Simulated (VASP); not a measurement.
# HW4Se8 in VASP: single point with PBE+D3(BJ)

Aim: the single point of HW4Se8 with PBE+D3(BJ).

All numbers are computed with VASP 6.6.1; they aren't measurements. Logs are shortened: lines on timing, memory, paths and dates and some standing lists are left out, and cuts for length are marked.

## (1) The cell of the first run

The cell holds a slab with vacuum, 26 atoms: a = 6.558 Å, b = 6.558 Å, c = 28.456 Å, α = 90.00°, β = 90.00°, γ = 120.00°.

## (2) Single point, PBE+D3(BJ)

Contents of INCAR:

```
ALGO = Normal
DIPOL = 0.5 0.5 0.474
EDIFF = 1E-6
ENCUT = 520
GGA = PE
IDIPOL = 3
ISIF = 2
ISMEAR = 0
IVDW = 12
LASPH = T
LCHARG = T
LDIPOL = T
LELF = T
LREAL = Auto
LVACPOTAV = T
LVHAR = T
LWAVE = F
NBANDS = 124
NELM = 100
PREC = Accurate
SIGMA = 0.05
```

Contents of KPOINTS:

```
k-points
0
Gamma
  3 3 1
```

Contents of POSCAR:

```
HW4Se8
1.0
    6.5580551065      0.0000000000      0.0000000000
   -3.2790275533      5.6794423217      0.0000000000
    0.0000000000      0.0000000000     28.4558503180
Se W H
16 8 2
Direct
    0.1666666667      0.3333333333      0.2811372674
    0.1666666667      0.8333333333      0.2811372674
    0.6666666667      0.3333333333      0.2811372674
    0.6666666667      0.8333333333      0.2811372674
    0.1666666667      0.3333333333      0.3995222284
    0.1666666667      0.8333333333      0.3995222284
    0.6666666667      0.3333333333      0.3995222284
    0.6666666667      0.8333333333      0.3995222284
    0.3331744584      0.1663268840      0.5062143577
    0.3332651680      0.6664525894      0.5062113817
    0.8332383981      0.1663846541      0.5062239175
    0.8333301432      0.6664575868      0.5062473653
    0.3332645999      0.1665657878      0.6247511638
    0.3333896337      0.6662904663      0.6247715485
    0.8332631152      0.1664754276      0.6247472469
    0.8331347298      0.6662528717      0.6246704580
    0.3333333333      0.1666666667      0.3403297479
    0.3333333333      0.6666666667      0.3403297479
    0.8333333333      0.1666666667      0.3403297479
    0.8333333333      0.6666666667      0.3403297479
    0.1665820538      0.3330772692      0.5654551205
    0.1667607288      0.8331355582      0.5654752710
    0.6664425970      0.3329107708      0.5654478896
    0.6665634847      0.8331755359      0.5654765730
    0.6993244157      0.7956058677      0.7210989369
    0.6566591690      0.8233663293      0.7434127570
```

Potentials or basis: VASP PAW PBE potentials, release 64 (Se, W_sv, H).

The run is started by

```
$ cat potpaw_PBE.64/Se/POTCAR potpaw_PBE.64/W_sv/POTCAR potpaw_PBE.64/H/POTCAR > POTCAR
$ mpirun -np 1 vasp_std > vasp.out
```

OUTCAR:

```text
EDIFF = 1E-6
   ENCUT = 520
   GGA = PE
   ISIF = 2
   ISMEAR = 0
   IVDW = 12
   LASPH = T
   LREAL = Auto
   NELM = 100
   PREC = Accurate
 IVDW          = 12

 ion  position               nearest neighbor table
   1  0.167  0.333  0.281-  17 2.53  19 2.53  18 2.53
   2  0.167  0.833  0.281-  18 2.53  20 2.53  17 2.53
   3  0.667  0.333  0.281-  19 2.53  17 2.53  20 2.53
   4  0.667  0.833  0.281-  20 2.53  18 2.53  19 2.53
   5  0.167  0.333  0.400-  17 2.53  19 2.53  18 2.53
   6  0.167  0.833  0.400-  18 2.53  20 2.53  17 2.53
[... 8 lines left out ...]
  15  0.833  0.166  0.625-  24 2.54  23 2.54  21 2.54
  16  0.833  0.666  0.625-  23 2.53  24 2.53  22 2.54
  17  0.333  0.167  0.340-   1 2.53   5 2.53   3 2.53   7 2.53   6 2.53   2 2.53  19 3.28  19 3.28
                            20 3.28  20 3.28  18 3.28  18 3.28
  18  0.333  0.667  0.340-   2 2.53   6 2.53   4 2.53   8 2.53   1 2.53   5 2.53  20 3.28  20 3.28
                            19 3.28  19 3.28  17 3.28  17 3.28
  19  0.833  0.167  0.340-   3 2.53   7 2.53   5 2.53   1 2.53   4 2.53   8 2.53  17 3.28  17 3.28
                            18 3.28  18 3.28  20 3.28  20 3.28
  20  0.833  0.667  0.340-   4 2.53   8 2.53   6 2.53   2 2.53   7 2.53   3 2.53  18 3.28  18 3.28
                            17 3.28  17 3.28  19 3.28  19 3.28
  21  0.167  0.333  0.565-  11 2.53   9 2.53  10 2.54  13 2.54  15 2.54  14 2.54  23 3.28  24 3.28
                            22 3.28  22 3.28  24 3.28  23 3.28
  22  0.167  0.833  0.565-   9 2.53  10 2.53  12 2.54  16 2.54  13 2.54  14 2.54  23 3.28  24 3.28
                            21 3.28  21 3.28  24 3.28  23 3.28
  23  0.666  0.333  0.565-   9 2.53  11 2.53  16 2.53  12 2.54  13 2.54  15 2.54  22 3.28  24 3.28
                            21 3.28  21 3.28  24 3.28  22 3.28
  24  0.667  0.833  0.565-  11 2.53  16 2.53  10 2.54  14 2.54  12 2.54  15 2.54  22 3.28  23 3.28
                            21 3.28  21 3.28  23 3.28  22 3.28
  25  0.699  0.796  0.721-  26 0.75
  26  0.657  0.823  0.743-  25 0.75

  LATTYP: Found a hexagonal cell.
 ALAT       =     6.5580551065
 C/A-ratio  =     4.3390684976

  Lattice vectors:

 A1 = (   6.5580551065,   0.0000000000,   0.0000000000)
 A2 = (  -3.2790275533,   5.6794423217,   0.0000000000)
 A3 = (   0.0000000000,   0.0000000000,  28.4558503180)

Analysis of symmetry for initial positions (statically):
=====================================================================
 Subroutine PRICEL returns:
 Original cell was already a primitive cell.

 Routine SETGRP: Setting up the symmetry group for a
 hexagonal supercell.

 Subroutine GETGRP returns: Found  1 space group operations
 (whereof  1 operations were pure point group operations)
 out of a pool of 24 trial point group operations.

The static configuration has the point symmetry C_1 .

Analysis of symmetry for dynamics (positions and initial velocities):
=====================================================================
 Subroutine PRICEL returns:
 Original cell was already a primitive cell.

 Routine SETGRP: Setting up the symmetry group for a
 hexagonal supercell.

 Subroutine GETGRP returns: Found  1 space group operations
 (whereof  1 operations were pure point group operations)
 out of a pool of 24 trial point group operations.

The dynamic configuration has the point symmetry C_1 .

 Subroutine INISYM returns: Found  1 space group operations
 (whereof  1 operations are pure point group operations),
 and found     1 'primitive' translations

----------------------------------------------------------------------------------------

                                     Primitive cell

  volume of cell :    1059.8693

  direct lattice vectors                    reciprocal lattice vectors
     6.558055107  0.000000000  0.000000000     0.152484233  0.088036813  0.000000000
    -3.279027553  5.679442322  0.000000000     0.000000000  0.176073625  0.000000000
     0.000000000  0.000000000 28.455850318     0.000000000  0.000000000  0.035142158

  length of vectors
     6.558055107  6.558055107 28.455850318     0.176073625  0.176073625  0.035142158

  position of ions in fractional coordinates (direct lattice)
     0.166666667  0.333333333  0.281137267
     0.166666667  0.833333333  0.281137267
     0.666666667  0.333333333  0.281137267
     0.666666667  0.833333333  0.281137267
     0.166666667  0.333333333  0.399522228
     0.166666667  0.833333333  0.399522228
[... 18 lines left out ...]
     0.699324416  0.795605868  0.721098937
     0.656659169  0.823366329  0.743412757

  ion indices of the primitive-cell ions
   primitive index   ion index
                 1           1
                 2           2
                 3           3
                 4           4
                 5           5
                 6           6
[... 18 lines left out ...]
                25          25
                26          26

----------------------------------------------------------------------------------------

 KPOINTS: k-points

Automatic generation of k-mesh.
 Grid dimensions read from file:
 generate k-points for:    3    3    1

 Generating k-lattice:

  Cartesian coordinates                     Fractional coordinates (reciprocal lattice)
     0.050828078  0.029345604  0.000000000     0.333333333  0.000000000  0.000000000
     0.000000000  0.058691208  0.000000000     0.000000000  0.333333333  0.000000000
     0.000000000  0.000000000  0.035142158     0.000000000  0.000000000  1.000000000

  Length of vectors
     0.058691208  0.058691208  0.035142158

  Shift w.r.t. Gamma in fractional coordinates (k-lattice)
     0.000000000  0.000000000  0.000000000

 Subroutine IBZKPT returns following result:
 ===========================================

 Found      5 irreducible k-points:

 Following reciprocal coordinates:
            Coordinates               Weight
  0.000000  0.000000  0.000000      1.000000
  0.333333  0.000000  0.000000      2.000000
  0.000000  0.333333  0.000000      2.000000
 -0.333333  0.333333  0.000000      2.000000
  0.333333  0.333333  0.000000      2.000000
   k-points           NKPTS =      5   k-points in BZ     NKDIM =      5   number of bands    NBANDS=    124
   number of dos      NEDOS =    301   number of ions     NIONS =     26
   total plane-waves  NPLWV = 540000
   dimension x,y,z NGX =    50 NGY =   50 NGZ =  216
   dimension x,y,z NGXF=   100 NGYF=  100 NGZF=  432
   ions per type =              16   8   2
   NGX,Y,Z   is equivalent  to a cutoff of  12.67, 12.67, 12.62 a.u.
   NGXF,Y,Z  is equivalent  to a cutoff of  25.35, 25.35, 25.24 a.u.
 SYSTEM =  unknown system
   PREC   = accura    normal or accurate (medium, high low for compatibility)
   ISTART =      0    job   : 0-new  1-cont  2-samecut
   ICHARG =      2    charge: 1-file 2-atom 10-const
   ISPIN  =      1    spin polarized calculation?
   LNONCOLLINEAR =      F non collinear calculations
   LSORBIT =      F    spin-orbit coupling
   LASPH  =      T    aspherical Exc in radial PAW
   ENCUT  =  520.0 eV  38.22 Ry    6.18 a.u.  12.19 12.19 52.91*2*pi/ulx,y,z
   NELM   =    100;   NELMIN=  2; NELMDL= -5     # of ELM steps
   EDIFF  = 0.1E-05   stopping-criterion for ELM
   LREAL  =      T    real-space projection
   EDIFFG = 0.1E-04   stopping-criterion for IOM
   NSW    =      0    number of steps for IOM
   IBRION =     -1    ionic relax: 0-MD 1-quasi-New 2-CG
   NFREE  =      0    steps in history (QN), initial steepest desc. (CG)
   ISIF   =      2    stress and relaxation
   ISYM   =      2    0-nonsym 1-usesym 2-fastsym
   POTIM  = 0.5000    time-step for ionic-motion
   TEBEG  =    0.0;   TEEND  =   0.0 temperature during run
   PSTRESS=    0.0 pullay stress
   NELECT =     210.0000    total number of electrons
   NUPDOWN=      -1.0000    fix difference up-down
   EMIN   =  10.00;   EMAX   =-10.00  energy-range for DOS
   EFERMI =   0.00;   METHOD = LEGACY
   ISMEAR =     0;   SIGMA  =   0.05  broadening in eV -4-tet -1-fermi 0-gaus
   EFERMI_NEDOS =   21; number of points for ismear=-14 and -15
   IALGO  =     38    algorithm
   IMIX   =      4    mixing-type and parameters
     AMIX     =   0.40;   BMIX     =  1.00
     AMIX_MAG =   1.60;   BMIX_MAG =  1.00
  volume/ion in A,a.u.               =      40.76       275.09
  Fermi-wavevector in a.u.,A,eV,Ry     =   0.954400  1.803555 12.393269  0.910880
  Thomas-Fermi vector in A             =   2.083143
   LORBIT       =      0    0 simple, 1 ext, 2 COOP (PROOUT), +10 PAW based schemes
   GGA     = PE    functional components
   LHFCALC =     F    Hartree Fock is set to
   AEXX    =    0.0000 exact exchange contribution
   IVDW    =    12    specifies the selected vdW correction
   LEPSILON=     F    determine dielectric tensor
   LRPA    =     F    only Hartree local field effects (RPA)
 non-spin polarized calculation
 Gauss-broadening in eV      SIGMA  =   0.05
  energy-cutoff  :      520.00
  volume of cell :     1059.87
 maximum number of plane-waves:     28575
 NGX is ok and might be reduce to    50
   NGX = 25   NGY = 25   NGZ =105

 dipolmoment           0.000000      0.000000      0.004854 electrons x Angstroem

 number of electron     210.0000011 magnetization

 dipolmoment           0.000000      0.000000     -0.002985 electrons x Angstroem

 Free energy of the ion-electron system (eV)
  ---------------------------------------------------
  ext. energy  EPLUGINS =         0.00000000
  ---------------------------------------------------
  free energy    TOTEN  =      -179.36399826 eV

  energy without entropy =     -179.36399826  energy(sigma->0) =     -179.36399826

 E-fermi :   0.3846     XC(G=0):  -5.4351

 val. band max:        0.1671489132   @ k =   0.0000   0.0000   0.0000
 cond. band min:       1.4501433245   @ k =   0.3333   0.3333   0.0000
 fundamental gap:      1.2829944112
 Fermi energy:         0.3846321667

 k-point     1 :       0.0000    0.0000    0.0000
  band No.  band energies     occupation
      1     -73.9930      2.00000
      2     -73.9923      2.00000
      3     -73.9828      2.00000
      4     -73.9827      2.00000
      5     -73.9816      2.00000
      6     -73.9816      2.00000
[... 109 lines left out ...]
    116       2.9531      0.00000
    117       2.9546      0.00000
[... 478 lines left out ...]
    116       2.4378      0.00000
    117       2.4391      0.00000
 [bands above 117 left out]

------------------------ aborting loop because EDIFF is reached ----------------------------------------

 Edisp (eV)   -9.77574

 E8    (eV) :    -4.4833

  FORCE on cell =-STRESS in cart. coord.  units (eV):
  Direction    XX          YY          ZZ          XY          YZ          ZX
  --------------------------------------------------------------------------------------
  -------------------------------------------------------------------------------------
  Total       1.58285     1.59125     1.47733     0.00430     0.01307     0.00046
  in kB       2.39275     2.40545     2.23324     0.00650     0.01975     0.00070
  external pressure =        2.34 kB  Pullay stress =        0.00 kB

 VOLUME and BASIS-vectors are now :
 -----------------------------------------------------------------------------
  energy-cutoff  :      520.00
  volume of cell :     1059.87
      direct lattice vectors                 reciprocal lattice vectors
     6.558055107  0.000000000  0.000000000     0.152484233  0.088036813  0.000000000
    -3.279027553  5.679442322  0.000000000     0.000000000  0.176073625  0.000000000
     0.000000000  0.000000000 28.455850318     0.000000000  0.000000000  0.035142158

 POSITION                                       TOTAL-FORCE (eV/Angst)
 -----------------------------------------------------------------------------------
      0.00000      1.89315      8.00000         0.000078     -0.000546     -0.081728
     -1.63951      4.73287      8.00000         0.000083     -0.000544     -0.081742
      3.27903      1.89315      8.00000         0.000074     -0.000550     -0.081725
      1.63951      4.73287      8.00000         0.000076     -0.000537     -0.081759
      0.00000      1.89315     11.36874         0.000080     -0.000773      0.070418
     -1.63951      4.73287     11.36874         0.000010     -0.000853      0.070249
[... 18 lines left out ...]
      1.97739      4.51860     20.51948        -0.012758      0.004935      0.021486
      1.60657      4.67626     21.15444         0.011259     -0.003802     -0.022374
 -----------------------------------------------------------------------------------
    total drift:                               -0.002067      0.014719     -0.005000

  FREE ENERGIE OF THE ION-ELECTRON SYSTEM (eV)
  ---------------------------------------------------
  free  energy   TOTEN  =      -189.1397387040 eV

  energy  without entropy=     -189.1397387040  energy(sigma->0) =     -189.13973870

 vacuum level on the upper side and lower side of the slab         5.077         5.091
```

Wall time 56 min (1 thread of Intel Xeon Platinum 8259CL at 2.50GHz (Skylake/Cascade Lake), shared host); peak memory 1.2 GiB.

What came out:

```
Free energy                : -189.1397 eV
Largest force              : 0.082 eV/Å
Band gap on the k mesh     : 1.28 eV (least direct gap 1.36 eV)
Dispersion energy per atom : -0.376 eV
```

Forces on the atoms (eV/Å):
```
Se   0.000 -0.001 -0.082
Se   0.000 -0.001 -0.082
Se   0.000 -0.001 -0.082
Se   0.000 -0.001 -0.082
Se   0.000 -0.001  0.070
Se   0.000 -0.001  0.070
Se   0.000 -0.001  0.071
Se   0.000 -0.001  0.070
Se   0.001  0.003 -0.050
Se   0.004 -0.001 -0.046
Se   0.000  0.002 -0.056
Se  -0.004  0.000 -0.052
Se   0.002 -0.011  0.052
Se  -0.027  0.003  0.038
Se   0.001  0.013  0.047
Se   0.022  0.002  0.052
W    0.000 -0.001  0.010
W    0.000 -0.001  0.010
W    0.000 -0.001  0.010
W    0.000 -0.001  0.010
W    0.001  0.003  0.004
W    0.000  0.000  0.007
W    0.001  0.001  0.004
W   -0.001 -0.007  0.005
H   -0.013  0.005  0.021
H    0.011 -0.004 -0.022
```

Caveat: spin-orbit coupling is left out, which moves the levels of the heavy elements.
